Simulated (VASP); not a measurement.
Here is a VASP 6.6.1 calculation.

INCAR

```
PREC = Accurate
ENCUT = 520
EDIFF = 1E-7
ISMEAR = -1
SIGMA = 0.1
LREAL = F
LASPH = T
NELM = 80
ALGO = Normal
ISIF = 2
LWAVE = F
LCHARG = F
NBANDS = 14
```

The input KPOINTS:

```
regular mesh
0
Gamma
  14 14 4
```

POSCAR

```
Al
1.0
    2.8062517591      0.0000000000      0.0000000000
   -1.4031258796      2.4302853128      0.0000000000
    0.0000000000      0.0000000000      9.3050071382
Al
4
Direct
    1.0000000000      0.0000000000      0.0000000000
    1.0000000000      1.0000000000      0.5000000000
    0.3333333333      0.6666666667      0.2500000000
    0.6666666667      0.3333333333      0.7500000000
```

Potentials or basis: VASP PAW LDA potentials, release 64 (Al).

Command:

```sh
$ cat potpaw_LDA.64/Al/POTCAR > POTCAR
$ mpirun -np 1 vasp_std > vasp.out
```

Question: Predict the band gap on the k mesh.

Answer: Zero (bands 6 and 7 overlap by 5.57 eV).

Question: Predict the pressure.

Answer: 0.1 GPa.

Stress tensor (GPa, compression positive):
```
-0.05  0.00  0.00
 0.00 -0.05  0.00
 0.00  0.00  0.29
```
